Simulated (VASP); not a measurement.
# BeSi3 (Pm-3m) in VASP: notebook

Runs on BeSi3. Level: PBE. Tasks: single point, relaxation of cell and atoms.

Everything below comes from runs of VASP 6.6.1. Logs are shortened: lines on timing, memory, paths and dates and some standing lists are left out, and cuts for length are marked.

## Step 1: The cell of the first run

It takes space group Pm-3m (No. 221, cubic). The conventional cell has a = 3.712 Å, b = 3.712 Å, c = 3.712 Å, α = 90.00°, β = 90.00°, γ = 90.00°. Within 3.5 Å of Be (site symmetry m-3m) lie 12 Si at 2.63 Å. Within 3.5 Å of Si (site symmetry 4/mmm) lie 4 Be at 2.63 Å and 8 Si at 2.63 Å.

## Step 2: Single point, PBE

Input file INCAR:

```
PREC = Accurate
ENCUT = 520
EDIFF = 1E-6
ISMEAR = 0
SIGMA = 0.1
LREAL = F
LASPH = T
NELM = 100
ALGO = Normal
ISIF = 2
LWAVE = F
LCHARG = T
GGA = PE
LELF = T
LVHAR = T
NBANDS = 15
```

Input file KPOINTS:

```
regular mesh
0
Gamma
  12 12 12
```

Input file POSCAR:

```
BeSi3
1.0
    3.7124203856      0.0000000000      0.0000000000
    0.0000000000      3.7124203856      0.0000000000
    0.0000000000      0.0000000000      3.7124203856
Be Si
1 3
Direct
    0.0000000000      0.0000000000      0.0000000000
    0.0000000000      0.5000000000      0.5000000000
    0.5000000000      0.0000000000      0.5000000000
    0.5000000000      0.5000000000      0.0000000000
```

Potentials or basis: VASP PAW PBE potentials, release 64 (Be, Si).

The run is started by

```
$ cat potpaw_PBE.64/Be/POTCAR potpaw_PBE.64/Si/POTCAR > POTCAR
$ mpirun -np 1 vasp_std > vasp.out
```

OUTCAR:

```text
PREC = Accurate
   ENCUT = 520
   EDIFF = 1E-6
   ISMEAR = 0
   LREAL = F
   LASPH = T
   NELM = 100
   ISIF = 2
   GGA = PE

 ion  position               nearest neighbor table
   1  0.000  0.000  0.000-   2 2.63   3 2.63   4 2.63   2 2.63   3 2.63   2 2.63   4 2.63   2 2.63
                             3 2.63   4 2.63   3 2.63   4 2.63
   2  0.000  0.500  0.500-   1 2.63   3 2.63   4 2.63   1 2.63   4 2.63   1 2.63   3 2.63   1 2.63
                             3 2.63   4 2.63   4 2.63   3 2.63
   3  0.500  0.000  0.500-   1 2.63   2 2.63   4 2.63   1 2.63   4 2.63   2 2.63   4 2.63   4 2.63
                             1 2.63   2 2.63   1 2.63   2 2.63
   4  0.500  0.500  0.000-   1 2.63   2 2.63   3 2.63   2 2.63   3 2.63   1 2.63   3 2.63   3 2.63
                             1 2.63   2 2.63   2 2.63   1 2.63

  LATTYP: Found a simple cubic cell.
 ALAT       =     3.7124203856

  Lattice vectors:

 A1 = (   3.7124203856,   0.0000000000,   0.0000000000)
 A2 = (   0.0000000000,   3.7124203856,   0.0000000000)
 A3 = (   0.0000000000,   0.0000000000,   3.7124203856)

Analysis of symmetry for initial positions (statically):
=====================================================================
 Subroutine PRICEL returns:
 Original cell was already a primitive cell.

 Routine SETGRP: Setting up the symmetry group for a
 simple cubic supercell.

 Subroutine GETGRP returns: Found 48 space group operations
 (whereof 48 operations were pure point group operations)
 out of a pool of 48 trial point group operations.

The static configuration has the point symmetry O_h .

Analysis of symmetry for dynamics (positions and initial velocities):
=====================================================================
 Subroutine PRICEL returns:
 Original cell was already a primitive cell.

 Routine SETGRP: Setting up the symmetry group for a
 simple cubic supercell.

 Subroutine GETGRP returns: Found 48 space group operations
 (whereof 48 operations were pure point group operations)
 out of a pool of 48 trial point group operations.

The dynamic configuration has the point symmetry O_h .

 Subroutine INISYM returns: Found 48 space group operations
 (whereof 48 operations are pure point group operations),
 and found     1 'primitive' translations

----------------------------------------------------------------------------------------

                                     Primitive cell

  volume of cell :      51.1648

  direct lattice vectors                    reciprocal lattice vectors
     3.712420386  0.000000000  0.000000000     0.269366046  0.000000000  0.000000000
     0.000000000  3.712420386  0.000000000     0.000000000  0.269366046  0.000000000
     0.000000000  0.000000000  3.712420386     0.000000000  0.000000000  0.269366046

  length of vectors
     3.712420386  3.712420386  3.712420386     0.269366046  0.269366046  0.269366046

  position of ions in fractional coordinates (direct lattice)
     0.000000000  0.000000000  0.000000000
     0.000000000  0.500000000  0.500000000
     0.500000000  0.000000000  0.500000000
     0.500000000  0.500000000  0.000000000

  ion indices of the primitive-cell ions
   primitive index   ion index
                 1           1
                 2           2
                 3           3
                 4           4

----------------------------------------------------------------------------------------

 KPOINTS: regular mesh

Automatic generation of k-mesh.
 Grid dimensions read from file:
 generate k-points for:   12   12   12

 Generating k-lattice:

  Cartesian coordinates                     Fractional coordinates (reciprocal lattice)
     0.022447170  0.000000000  0.000000000     0.083333333  0.000000000  0.000000000
     0.000000000  0.022447170  0.000000000     0.000000000  0.083333333  0.000000000
     0.000000000  0.000000000  0.022447170     0.000000000  0.000000000  0.083333333

  Length of vectors
     0.022447170  0.022447170  0.022447170

  Shift w.r.t. Gamma in fractional coordinates (k-lattice)
     0.000000000  0.000000000  0.000000000

 Subroutine IBZKPT returns following result:
 ===========================================

 Found     84 irreducible k-points:

 Following reciprocal coordinates:
            Coordinates               Weight
  0.000000  0.000000  0.000000      1.000000
  0.083333  0.000000  0.000000      6.000000
  0.166667  0.000000  0.000000      6.000000
  0.250000  0.000000  0.000000      6.000000
  0.333333  0.000000  0.000000      6.000000
  0.416667  0.000000  0.000000      6.000000
[... 16 lines left out ...]
  0.333333  0.333333  0.000000     12.000000
  0.416667  0.333333  0.000000     24.000000
 [... further k-points ...]
   k-points           NKPTS =     84   k-points in BZ     NKDIM =     84   number of bands    NBANDS=     15
   number of dos      NEDOS =    301   number of ions     NIONS =      4
   total plane-waves  NPLWV =  21952
   dimension x,y,z NGX =    28 NGY =   28 NGZ =   28
   dimension x,y,z NGXF=    56 NGYF=   56 NGZF=   56
   ions per type =               1   3
   NGX,Y,Z   is equivalent  to a cutoff of  12.54, 12.54, 12.54 a.u.
   NGXF,Y,Z  is equivalent  to a cutoff of  25.08, 25.08, 25.08 a.u.
 SYSTEM =  unknown system
   PREC   = accura    normal or accurate (medium, high low for compatibility)
   ISTART =      0    job   : 0-new  1-cont  2-samecut
   ICHARG =      2    charge: 1-file 2-atom 10-const
   ISPIN  =      1    spin polarized calculation?
   LNONCOLLINEAR =      F non collinear calculations
   LSORBIT =      F    spin-orbit coupling
   LASPH  =      T    aspherical Exc in radial PAW
   ENCUT  =  520.0 eV  38.22 Ry    6.18 a.u.   6.90  6.90  6.90*2*pi/ulx,y,z
   NELM   =    100;   NELMIN=  2; NELMDL= -5     # of ELM steps
   EDIFF  = 0.1E-05   stopping-criterion for ELM
   LREAL  =      F    real-space projection
   EDIFFG = 0.1E-04   stopping-criterion for IOM
   NSW    =      0    number of steps for IOM
   IBRION =     -1    ionic relax: 0-MD 1-quasi-New 2-CG
   NFREE  =      0    steps in history (QN), initial steepest desc. (CG)
   ISIF   =      2    stress and relaxation
   ISYM   =      2    0-nonsym 1-usesym 2-fastsym
   POTIM  = 0.5000    time-step for ionic-motion
   TEBEG  =    0.0;   TEEND  =   0.0 temperature during run
   PSTRESS=    0.0 pullay stress
   NELECT =      14.0000    total number of electrons
   NUPDOWN=      -1.0000    fix difference up-down
   EMIN   =  10.00;   EMAX   =-10.00  energy-range for DOS
   EFERMI =   0.00;   METHOD = LEGACY
   ISMEAR =     0;   SIGMA  =   0.10  broadening in eV -4-tet -1-fermi 0-gaus
   EFERMI_NEDOS =   21; number of points for ismear=-14 and -15
   IALGO  =     38    algorithm
   IMIX   =      4    mixing-type and parameters
     AMIX     =   0.40;   BMIX     =  1.00
     AMIX_MAG =   1.60;   BMIX_MAG =  1.00
  volume/ion in A,a.u.               =      12.79        86.32
  Fermi-wavevector in a.u.,A,eV,Ry     =   1.062822  2.008442 15.369001  1.129590
  Thomas-Fermi vector in A             =   2.198285
   LORBIT       =      0    0 simple, 1 ext, 2 COOP (PROOUT), +10 PAW based schemes
   GGA     = PE    functional components
   LHFCALC =     F    Hartree Fock is set to
   AEXX    =    0.0000 exact exchange contribution
   IVDW    =     0    specifies the selected vdW correction
   LEPSILON=     F    determine dielectric tensor
   LRPA    =     F    only Hartree local field effects (RPA)
 non-spin polarized calculation
 Gauss-broadening in eV      SIGMA  =   0.10
  energy-cutoff  :      520.00
  volume of cell :       51.16
 maximum number of plane-waves:      1406
 NGX is ok and might be reduce to    28
   NGX = 13   NGY = 13   NGZ = 13

 number of electron      14.0000001 magnetization

 Free energy of the ion-electron system (eV)
  ---------------------------------------------------
  ext. energy  EPLUGINS =         0.00000000
  ---------------------------------------------------
  free energy    TOTEN  =       -18.05483756 eV

  energy without entropy =      -18.04458362  energy(sigma->0) =      -18.04971059

 E-fermi :   9.8522     XC(G=0): -11.1027

 val. band max:        9.8442054610   @ k =   0.2500   0.1667   0.0833
 cond. band min:       9.8531360186   @ k =   0.2500   0.0833   0.0833
 fundamental gap:      0.0089305577
 Fermi energy:         9.8522243436

 k-point     1 :       0.0000    0.0000    0.0000
  band No.  band energies     occupation
      1      -4.5274      2.00000
      2       4.8667      2.00000
      3       4.8667      2.00000
      4       4.8667      2.00000
      5       6.0867      2.00000
      6       6.0867      2.00000
      7       8.2221      2.00000
      8      14.0396      0.00000
      9      14.0396      0.00000
     10      14.0396      0.00000
     11      14.5277      0.00000
     12      14.5277      0.00000
     13      14.5277      0.00000
     14      15.4309      0.00000
     15      15.4309      0.00000

 k-point     2 :       0.0833    0.0000    0.0000
  band No.  band energies     occupation
      1      -4.4583      2.00000
      2       3.8995      2.00000
      3       4.9349      2.00000
      4       4.9349      2.00000
      5       6.1555      2.00000
      6       6.8878      2.00000
      7       8.5678      2.00000
      8      13.1587      0.00000
      9      13.1587      0.00000
     10      13.6078      0.00000
     11      14.2148      0.00000
     12      14.3669      0.00000
     13      14.3669      0.00000
     14      15.4968      0.00000
     15      16.6578      0.00000

 k-point     3 :       0.1667    0.0000    0.0000
  band No.  band energies     occupation
      1      -4.2520      2.00000
      2       2.5632      2.00000
      3       5.1390      2.00000
      4       5.1390      2.00000
      5       6.3611      2.00000
      6       7.5418      2.00000
      7       9.7825      1.67557
      8      11.7871      0.00000
      9      11.7871      0.00000
     10      12.6619      0.00000
     11      13.5005      0.00000
     12      14.5416      0.00000
     13      14.5416      0.00000
     14      15.6920      0.00000
     15      18.3712      0.00000

 k-point     4 :       0.2500    0.0000    0.0000
  band No.  band energies     occupation
      1      -3.9124      2.00000
      2       1.3011      2.00000
      3       5.4775      2.00000
      4       5.4775      2.00000
      5       6.6995      2.00000
      6       7.9333      2.00000
      7      10.5058      0.00000
      8      10.5058      0.00000
      9      11.4841      0.00000
     10      11.5936      0.00000
     11      12.7224      0.00000
     12      14.8595      0.00000
     13      14.8595      0.00000
     14      16.0069      0.00000
     15      19.2226      0.00000
[... 307 lines left out ...]
 k-point    22 :       0.5000    0.2500    0.0000
  band No.  band energies     occupation
      1      -1.9176      2.00000
      2      -0.7084      2.00000
      3       3.2391      2.00000
      4       4.5681      2.00000
      5       7.5661      2.00000
      6       8.4057      2.00000
      7       9.0537      2.00000
      8      10.4868      0.00000
      9      12.5097      0.00000
     10      13.2251      0.00000
     11      13.5105      0.00000
     12      13.8379      0.00000
     13      14.2374      0.00000
     14      15.2425      0.00000
     15      17.9619      0.00000

 k-point    23 :       0.3333    0.3333    0.0000
  band No.  band energies     occupation
      1      -2.3604      2.00000
      2       0.8884      2.00000
      3       1.5509      2.00000
      4       4.8450      2.00000
      5       7.0192      2.00000
      6       8.7558      2.00000
      7      10.3672      0.00000
      8      10.4823      0.00000
      9      11.6539      0.00000
     10      12.5479      0.00000
     11      13.8591      0.00000
     12      14.1588      0.00000
     13      14.6634      0.00000
     14      15.5228      0.00000
     15      16.3672      0.00000

 k-point    24 :       0.4167    0.3333    0.0000
  band No.  band energies     occupation
      1      -1.8018      2.00000
      2       0.1822      2.00000
      3       1.7821      2.00000
      4       3.9624      2.00000
      5       7.5904      2.00000
      6       9.2392      2.00000
      7       9.4442      2.00000
      8      10.9817      0.00000
      9      11.1446      0.00000
     10      12.6208      0.00000
     11      12.9070      0.00000
     12      14.6256      0.00000
     13      14.9611      0.00000
     14      16.3787      0.00000
     15      16.6019      0.00000

 [... further k-points ...]
[... 5 lines left out ...]
  --------------------------------------------------------------------------------------
  -------------------------------------------------------------------------------------
  Total       -0.0143362     -0.0143362     -0.0143362      0.0000000      0.0000000     -0.0000000
  in kB       -0.4489230     -0.4489230     -0.4489230      0.0000000      0.0000000     -0.0000000
  external PRESSURE =      -0.4489230 kB  Pullay stress =       0.0000000 kB

 VOLUME and BASIS-vectors are now :
 -----------------------------------------------------------------------------
  energy-cutoff  :      520.00
  volume of cell :       51.16
      direct lattice vectors                 reciprocal lattice vectors
     3.712420386  0.000000000  0.000000000     0.269366046  0.000000000  0.000000000
     0.000000000  3.712420386  0.000000000     0.000000000  0.269366046  0.000000000
     0.000000000  0.000000000  3.712420386     0.000000000  0.000000000  0.269366046

 POSITION                                       TOTAL-FORCE (eV/Angst)
 -----------------------------------------------------------------------------------
      0.00000      0.00000      0.00000         0.000000      0.000000      0.000000
      0.00000      1.85621      1.85621         0.000000      0.000000      0.000000
      1.85621      0.00000      1.85621         0.000000      0.000000      0.000000
      1.85621      1.85621      0.00000         0.000000      0.000000      0.000000
 -----------------------------------------------------------------------------------
    total drift:                               -0.000000      0.000000      0.000000

  FREE ENERGIE OF THE ION-ELECTRON SYSTEM (eV)
  ---------------------------------------------------
  free  energy   TOTEN  =       -18.0548375610 eV

  energy  without entropy=      -18.0445836153  energy(sigma->0) =      -18.04971059
```

It took 16 s on 1 thread of Intel Xeon 6975P-C (Granite Rapids), shared host; peak memory 0.19 GiB.

What came out:

| Quantity | Value |
| --- | --- |
| Free energy | -18.0548 eV |
| Pressure | 0.0 GPa |
| Band gap on the k mesh | zero (band 7 reaches 11.34 eV, above the bottom of band 8 at 6.70 eV) |

(Part 1 of 2 ends here.)
